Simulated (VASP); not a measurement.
# FeO (I4/mmm) in VASP: further runs, part 2 of 2

VASP 6.6.1. The steps go on from the part before.

## (3) Elastic constants, PBEsol, collinear spin, ferromagnetic start

The input, INCAR:

```
PREC     = Accurate       # precision mode
ENCUT    = 600            # plane-wave cutoff, eV
EDIFF    = 1E-8           # SCF threshold, eV
ISMEAR   = -1             # smearing method
SIGMA    = 0.05           # smearing width, eV
LREAL    = F              # projectors in reciprocal space
LASPH    = T              # aspherical terms in the spheres
NELM     = 150            # most SCF steps
ALGO     = Normal         # electronic algorithm
ISIF     = 3              # what is computed and relaxed
LWAVE    = F              # write WAVECAR
LCHARG   = F              # write CHGCAR
ISPIN    = 2              # spin polarisation
MAGMOM   = 3 0            # initial moments
LORBIT   = 11             # projections on sites
LMAXMIX  = 4              # l up to which the mixer works
GGA      = PS             # functional
NBANDS   = 18             # bands
IBRION   = 6              # ionic algorithm
NFREE    = 2            
POTIM    = 0.015          # step
NSW      = 1              # ionic steps
```

The input, KPOINTS:

```
regular mesh
0
Gamma
  10 10 10
```

The input, POSCAR:

```
FeO
1.0
   -1.6021034130      1.6021034130      2.0833922500
    1.6021034130     -1.6021034130      2.0833922500
    1.6021034130      1.6021034130     -2.0833922500
Fe O
1 1
Direct
    0.0000000000      0.0000000000      0.0000000000
    0.5000000000      0.5000000000      0.0000000000
```

Potentials or basis: VASP PAW PBE potentials, release 64 (Fe, O).

Command:

```console
$ cat potpaw_PBE.64/Fe/POTCAR potpaw_PBE.64/O/POTCAR > POTCAR
$ mpirun -np 1 vasp_std > vasp.out
```

OUTCAR:

```text
PREC = Accurate
   ENCUT = 600
   EDIFF = 1E-8
   ISMEAR = -1
   LREAL = F
   LASPH = T
   NELM = 150
   ISIF = 3
   ISPIN = 2
   LORBIT = 11
   GGA = PS
   IBRION = 6
   NFREE = 2
   POTIM = 0.015
   NSW = 1

 ion  position               nearest neighbor table
   1  0.000  0.000  0.000-   2 2.08   2 2.08   2 2.27   2 2.27   2 2.27   2 2.27
   2  0.500  0.500  0.000-   1 2.08   1 2.08   1 2.27   1 2.27   1 2.27   1 2.27

  LATTYP: Found a body centered tetragonal cell.
[... 1509 lines left out ...]
 --------------------------------------------------------------------------------
 XX           0.0000      0.0000      0.0000      0.0000      0.0000      0.0000
 YY           0.0000      0.0000      0.0000      0.0000      0.0000      0.0000
 ZZ           0.0000      0.0000      0.0000      0.0000      0.0000      0.0000
 XY           0.0000      0.0000      0.0000      0.0000      0.0000      0.0000
 YZ           0.0000      0.0000      0.0000      0.0000      0.0000      0.0000
 ZX           0.0000      0.0000      0.0000      0.0000      0.0000      0.0000
 --------------------------------------------------------------------------------

 TOTAL ELASTIC MODULI (kBar)
 Direction    XX          YY          ZZ          XY          YZ          ZX
 --------------------------------------------------------------------------------
 XX        1214.6734    865.0731   1537.1681      0.0000     -0.0000      0.0000
 YY         865.0731   1214.6734   1537.1681      0.0000      0.0000      0.0000
 ZZ        1537.1681   1537.1681   2713.2684      0.0000      0.0000      0.0000
 XY           0.0000      0.0000      0.0000    133.2308     -0.0000      0.0000
 YZ          -0.0000      0.0000      0.0000     -0.0000    449.9377      0.0000
 ZX           0.0000      0.0000      0.0000      0.0000      0.0000    449.8970
 --------------------------------------------------------------------------------

 total charge

# of ion       s       p       d       tot
------------------------------------------
    1        0.283   0.331   6.051   6.665
    2        1.549   3.387   0.000   4.936
--------------------------------------------------
tot          1.832   3.718   6.051  11.601

 magnetization (x)

# of ion       s       p       d       tot
------------------------------------------
    1        0.029   0.019   3.563   3.611
    2        0.027   0.270   0.000   0.297
--------------------------------------------------
tot          0.056   0.289   3.563   3.908
```

OSZICAR:

```text
N       E                     dE             d eps       ncg     rms          rms(c)
DAV:   1     0.766098891893E+02    0.76610E+02   -0.72705E+03  7776   0.993E+02
DAV:   2    -0.125774975088E+02   -0.89187E+02   -0.75566E+02  7620   0.217E+02
DAV:   3    -0.181465764415E+02   -0.55691E+01   -0.53676E+01  8538   0.577E+01
[... 283 lines left out ...]
DAV:   5    -0.157194875812E+02   -0.13501E-04   -0.26796E-05  8482   0.376E-02    0.128E-02
DAV:   6    -0.157194870251E+02    0.55608E-06   -0.66249E-07  8934   0.826E-03    0.768E-03
DAV:   7    -0.157194870384E+02   -0.13252E-07   -0.69390E-07  8628   0.783E-03    0.140E-03
DAV:   8    -0.157194870631E+02   -0.24758E-07   -0.15660E-07  8206   0.285E-03    0.848E-04
DAV:   9    -0.157194870607E+02    0.24920E-08   -0.28650E-09  4100   0.425E-04
  21 F= -.15719487E+02 E0= -.15713114E+02  d E =-.127464E-01  mag=     4.0017
```

stdout:

```text
POSCAR found type information on POSCAR FeO
 POSCAR found :  2 types and       2 ions
 scaLAPACK will be used
 -----------------------------------------------------------------------------
|                                                                             |
|                                                                             |
|     You enforced a specific xc type in the INCAR file but a different       |
|     I HOPE YOU KNOW WHAT YOU ARE DOING!                                     |
[... 40 lines left out ...]
 Finite differences progress:
 bond charge predicted
 Finite differences progress:
 bond charge predicted
 Finite differences progress:
 bond charge predicted
 Finite differences progress:
 bond charge predicted
 Finite differences progress:
 bond charge predicted
 Finite differences progress:
 bond charge predicted
 Finite differences progress:
```

It took 65 min on 1 thread of Oxide Virtual Turin-like, shared host; peak memory 0.47 GiB.

What came out:

```
Net moment                                              : 4.00 μB per cell
Site moments                                            : Fe +3.61; O +0.30 μB
Valence electrons inside the program's atomic spheres   : Fe 6.67; O 4.94
Voigt bulk modulus                                      : 145 GPa
Highest phonon frequency at Γ, LO-TO splitting left out : 329 cm⁻¹
Most unstable mode                                      : 64i cm⁻¹
```

Phonon frequencies in cm⁻¹ (negative: imaginary):
| q point | frequencies |
| --- | --- |
| (0.000, 0.000, 0.000) | -64 -64 0 1 1 329 |

Elastic tensor in Voigt notation (GPa, in the Cartesian axes of the cell as first typed):
```
121  87 154   0   0   0
 87 121 154   0   0   0
154 154 271   0   0   0
  0   0   0  45   0   0
  0   0   0   0  45   0
  0   0   0   0   0  13
```

Clamped-ion elastic tensor (GPa):
```
121  87 154   0   0   0
 87 121 154   0   0   0
154 154 271   0   0   0
  0   0   0  45   0   0
  0   0   0   0  45   0
  0   0   0   0   0  13
```

Caveat: the cell is under stress, which shifts elastic constants; some modes are imaginary; the PAW data sets were made with another functional, which shifts forces and pressure a little; a cell with one magnetic atom can't hold antiferromagnetic order, which such compounds often take.
